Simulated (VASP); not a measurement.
CO2, 6 atoms in the cell. Symmetry: I-42d, No. 122, tetragonal system. Conventional cell: a = 3.910 Å, b = 3.910 Å, c = 5.805 Å, α = 90.00°, β = 90.00°, γ = 90.00°. Within 1.9 Å of C (site symmetry -4) lie 4 O at 1.39 Å. O (site symmetry 2) has 2 C at 1.39 Å within 1.9 Å.  This cell differs from its parent crystal: uniaxial z strain -2.2%.

| Property | Result |
| --- | --- |
| Program | VASP 6.6.1 |
| Task | single point |
| Functional | r2SCAN |
| Potentials or basis | VASP PAW PBE potentials, release 64 (C, O) |
| Cutoff | 520 eV |
| k mesh | 10 × 10 × 10 |
| Occupations | gaussian, width 0.01 eV |
| Spin | no spin polarisation |
| Dipole correction | no |
| Further INCAR settings | ALGO = Normal; EDIFF = 1e-06; NBANDS = 25 |

Potentials or basis: VASP PAW PBE potentials, release 64 (C, O).

The run is started by

```console
$ cat potpaw_PBE.64/C/POTCAR potpaw_PBE.64/O/POTCAR > POTCAR
$ cp INCAR.step1 INCAR
$ mpirun -np 1 vasp_std > vasp.out
$ cp INCAR.step2 INCAR
$ mpirun -np 1 vasp_std > vasp.out
```

Hardware: 1 thread of Intel(R) Xeon(R) 6975P-C (Granite Rapids) (shared host).

Problem. Estimate the wall time of this run.

Solution. It took 7.1 min on 1 thread of Intel(R) Xeon(R) 6975P-C (Granite Rapids), with other jobs on the host, peak memory 0.22 GiB. Counts: k points 102.
